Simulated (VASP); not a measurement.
# Ni3Ge (Pm-3m) in VASP: further runs, part 2 of 2

VASP 6.6.1. The steps go on from the part before.

### Step 4. Single point, LDA, collinear spin, ferromagnetic start (12.53 Å³/atom)

This run uses another cell than the first one, of 12.53 Å³/atom.

The input, INCAR:

```
SYSTEM = Ni3Ge
PREC     = Accurate       ! precision mode
ENCUT    = 520            ! plane-wave cutoff, eV
EDIFF    = 1E-7           ! SCF threshold, eV
ISMEAR   = 0              ! smearing method
SIGMA    = 0.15           ! smearing width, eV
LREAL    = .FALSE.        ! projectors in reciprocal space
LASPH    = .TRUE.         ! aspherical terms in the spheres
NELM     = 150            ! most SCF steps
ALGO     = Normal         ! electronic algorithm
ISIF     = 2              ! what is computed and relaxed
LWAVE    = .FALSE.        ! write WAVECAR
LCHARG   = .TRUE.         ! write CHGCAR
ISPIN    = 2              ! spin polarisation
MAGMOM   = 0.25 0.25 0.25 0 ! initial moments
LORBIT   = 11             ! projections on sites
NUPDOWN  = 0.75           ! fixed moment
LMAXMIX  = 4              ! l up to which the mixer works
GGA      = CA             ! functional
LELF     = .TRUE.         ! ELF
LVHAR    = .TRUE.       
NBANDS   = 34             ! bands
```

The input, KPOINTS:

```
Automatic mesh
0
G
  12 12 12
  0 0 0
```

The input, POSCAR:

```
Ni3Ge
1.0
    3.6865839916      0.0000000000      0.0000000000
    0.0000000000      3.6865839916      0.0000000000
    0.0000000000      0.0000000000      3.6865839916
Ni Ge
3 1
Direct
    0.5000000000      0.0000000000      0.5000000000
    0.0000000000      0.5000000000      0.5000000000
    0.5000000000      0.5000000000      0.0000000000
    0.0000000000      0.0000000000      0.0000000000
```

Potentials or basis: VASP PAW LDA potentials, release 64 (Ni, Ge_d).

Launch:

```bash
> cat potpaw_LDA.64/Ni/POTCAR potpaw_LDA.64/Ge_d/POTCAR > POTCAR
> mpirun -np 1 vasp_std > vasp.out
```

OUTCAR:

```text
SYSTEM = Ni3Ge
   PREC = Accurate
   ENCUT = 520
   EDIFF = 1E-7
   ISMEAR = 0
   LREAL = .FALSE.
   LASPH = .TRUE.
   NELM = 150
   ISIF = 2
   ISPIN = 2
   LORBIT = 11
   NUPDOWN = 0.75
   GGA = CA

 ion  position               nearest neighbor table
   1  0.500  0.000  0.500-   2 2.61   3 2.61   4 2.61   3 2.61   4 2.61   2 2.61   3 2.61   3 2.61
                             2 2.61   4 2.61   4 2.61   2 2.61
   2  0.000  0.500  0.500-   1 2.61   3 2.61   4 2.61   3 2.61   4 2.61   1 2.61   4 2.61   4 2.61
                             1 2.61   3 2.61   3 2.61   1 2.61
   3  0.500  0.500  0.000-   1 2.61   2 2.61   4 2.61   1 2.61   2 2.61   1 2.61   4 2.61   1 2.61
                             2 2.61   4 2.61   2 2.61   4 2.61
   4  0.000  0.000  0.000-   1 2.61   2 2.61   3 2.61   1 2.61   2 2.61   2 2.61   3 2.61   2 2.61
                             1 2.61   3 2.61   1 2.61   3 2.61

  LATTYP: Found a simple cubic cell.
 ALAT       =     3.6865839916

  Lattice vectors:

 A1 = (   3.6865839916,   0.0000000000,   0.0000000000)
 A2 = (   0.0000000000,   3.6865839916,   0.0000000000)
 A3 = (   0.0000000000,   0.0000000000,   3.6865839916)

Analysis of symmetry for initial positions (statically):
=====================================================================
 Subroutine PRICEL returns:
 Original cell was already a primitive cell.

 Routine SETGRP: Setting up the symmetry group for a
 simple cubic supercell.

 Subroutine GETGRP returns: Found 48 space group operations
 (whereof 48 operations were pure point group operations)
 out of a pool of 48 trial point group operations.

The static configuration has the point symmetry O_h .

Analysis of symmetry for dynamics (positions and initial velocities):
=====================================================================
 Subroutine PRICEL returns:
 Original cell was already a primitive cell.

 Routine SETGRP: Setting up the symmetry group for a
 simple cubic supercell.

 Subroutine GETGRP returns: Found 48 space group operations
 (whereof 48 operations were pure point group operations)
 out of a pool of 48 trial point group operations.

The dynamic configuration has the point symmetry O_h .

Analysis of structural, dynamic, and magnetic symmetry:
[... 162 lines left out ...]
  energy without entropy =      -25.55877037  energy(sigma->0) =      -25.58058103

 E-fermi :   8.1562     XC(G=0): -13.0654

 val. band max:        8.5428872217   @ k =   0.3333   0.3333   0.1667
 cond. band min:       8.1587462227   @ k =   0.3333   0.1667   0.0000
 fundamental gap:     -0.3841409990
 Fermi energy:         8.5614128366

 spin component 1

 k-point     1 :       0.0000    0.0000    0.0000
  band No.  band energies     occupation
      1     -16.3559      1.00000
      2     -16.3559      1.00000
      3     -16.3480      1.00000
      4     -16.3480      1.00000
      5     -16.3480      1.00000
      6      -3.2291      1.00000
[... 877 lines left out ...]
     33      20.8354      0.00000
     34      22.1340      0.00000

 [... further k-points ...]

 spin component 2

 k-point     1 :       0.0000    0.0000    0.0000
  band No.  band energies     occupation
      1     -16.3554      1.00000
      2     -16.3554      1.00000
      3     -16.3477      1.00000
      4     -16.3477      1.00000
      5     -16.3477      1.00000
      6      -3.2189      1.00000
[... 877 lines left out ...]
     33      20.8800      0.00000
     34      22.1709      0.00000

 [... further k-points ...]
[... 5 lines left out ...]
  --------------------------------------------------------------------------------------
  -------------------------------------------------------------------------------------
  Total       -7.9006176     -7.9006176     -7.9006176     -0.0000000     -0.0000000      0.0000000
  in kB     -252.6383207   -252.6383207   -252.6383207     -0.0000000     -0.0000000      0.0000000
  external PRESSURE =    -252.6383207 kB  Pullay stress =       0.0000000 kB

 VOLUME and BASIS-vectors are now :
 -----------------------------------------------------------------------------
  energy-cutoff  :      520.00
  volume of cell :       50.10
      direct lattice vectors                 reciprocal lattice vectors
     3.686583992  0.000000000  0.000000000     0.271253823  0.000000000  0.000000000
     0.000000000  3.686583992  0.000000000     0.000000000  0.271253823  0.000000000
     0.000000000  0.000000000  3.686583992     0.000000000  0.000000000  0.271253823

 POSITION                                       TOTAL-FORCE (eV/Angst)
 -----------------------------------------------------------------------------------
      1.84329      0.00000      1.84329         0.000000      0.000000      0.000000
      0.00000      1.84329      1.84329         0.000000      0.000000      0.000000
      1.84329      1.84329      0.00000         0.000000      0.000000      0.000000
      0.00000      0.00000      0.00000         0.000000      0.000000      0.000000
 -----------------------------------------------------------------------------------
    total drift:                                0.000000      0.000000      0.000000

  FREE ENERGIE OF THE ION-ELECTRON SYSTEM (eV)
  ---------------------------------------------------
  free  energy   TOTEN  =       -25.6023916849 eV

  energy  without entropy=      -25.5587703731  energy(sigma->0) =      -25.58058103

 total charge

# of ion       s       p       d       tot
------------------------------------------
    1        0.427   0.428   8.377   9.232
    2        0.427   0.428   8.377   9.232
    3        0.427   0.428   8.377   9.232
    4        1.106   1.124  10.087  12.317
--------------------------------------------------
tot          2.387   2.407  35.219  40.013

 magnetization (x)

# of ion       s       p       d       tot
------------------------------------------
    1       -0.002  -0.001   0.254   0.251
    2       -0.002  -0.001   0.254   0.251
    3       -0.002  -0.001   0.254   0.251
    4       -0.000   0.006  -0.003   0.003
--------------------------------------------------
tot         -0.005   0.002   0.760   0.757
```

OSZICAR:

```text
N       E                     dE             d eps       ncg     rms          rms(c)
DAV:   1     0.310351981853E+03    0.31035E+03   -0.19047E+04 12980   0.279E+03
DAV:   2     0.137694745567E+02   -0.29658E+03   -0.27782E+03 11424   0.475E+02
DAV:   3    -0.272952821099E+02   -0.41065E+02   -0.39547E+02 12024   0.149E+02
DAV:   4    -0.286663679000E+02   -0.13711E+01   -0.13677E+01 12842   0.312E+01
DAV:   5    -0.286923496000E+02   -0.25982E-01   -0.25978E-01 15332   0.368E+00    0.160E+01
DAV:   6    -0.290650806920E+02   -0.37273E+00   -0.25384E+01 13124   0.714E+01    0.174E+01
DAV:   7    -0.256630050738E+02    0.34021E+01   -0.12743E+01 13078   0.430E+01    0.281E+00
DAV:   8    -0.256142662694E+02    0.48739E-01   -0.26980E-01 12870   0.379E+00    0.115E+00
DAV:   9    -0.256050576969E+02    0.92086E-02   -0.13206E-02 15838   0.113E+00    0.427E-01
DAV:  10    -0.256027847845E+02    0.22729E-02   -0.13812E-03 15732   0.382E-01    0.143E-01
DAV:  11    -0.256023888271E+02    0.39596E-03   -0.33028E-04 14180   0.188E-01    0.649E-02
DAV:  12    -0.256023885793E+02    0.24779E-06   -0.43831E-05 12332   0.570E-02    0.376E-02
DAV:  13    -0.256023917337E+02   -0.31544E-05   -0.61204E-06 14512   0.315E-02    0.104E-02
DAV:  14    -0.256023916849E+02    0.48820E-07   -0.72222E-07 15158   0.106E-02
   1 F= -.25602392E+02 E0= -.25580581E+02  d E =-.436213E-01  mag=     0.7500
```

stdout:

```text
POSCAR found type information on POSCAR NiGe
 POSCAR found :  2 types and       4 ions
 scaLAPACK will be used
 LDA part: xc-table for (Slater(with rela. corr.)+CA(PZ))
 , standard interpolation
 POSCAR, INCAR and KPOINTS ok, starting setup
 FFT: planning ... GRIDC
 FFT: planning ... GRID_SOFT
 FFT: planning ... GRID
 WAVECAR not read
 entering main loop
```

It took 4.6 min on 1 thread of Oxide Virtual Turin-like, shared host; peak memory 0.27 GiB.

Results:

| Item | Value |
| --- | --- |
| Free energy | -25.6024 eV |
| Pressure | -25.3 GPa |
| Net moment | 0.75 μB per cell |
| Site moments | Ni +0.25; Ge +0.00 μB |
| Valence electrons inside the program's atomic spheres | Ni 9.23; Ge 12.32 |

Caveat: the cell stands under tension; the total moment is fixed, so each spin has its own Fermi level and the state may be an excited one.

### Step 5. Overview

```tsv
spin	fixed moment (μB)	cell	pressure (GPa)	moment (μB)
collinear, ferromagnetic start	2.625	a = 3.417 Å, 4 atoms	25.6	2.62
collinear	0.375	a = 3.417 Å, 4 atoms	17.9	0.38
collinear, ferromagnetic start	0.75	a = 3.687 Å, 4 atoms	-25.3	0.75
```

Alike in all rows: task single point; level LDA; potentials or basis VASP PAW LDA potentials, release 64 (Ni, Ge_d); k mesh 12 × 12 × 12; cutoff (eV) 520; smearing gaussian 0.15 eV.

Caveats: the total moment is fixed, so each spin has its own Fermi level and the state may be an excited one; the cell stands under pressure (at least some runs); the cell stands under tension (at least some runs).

Total energies depend on the potentials used, so only differences within one code and one set of settings carry meaning.
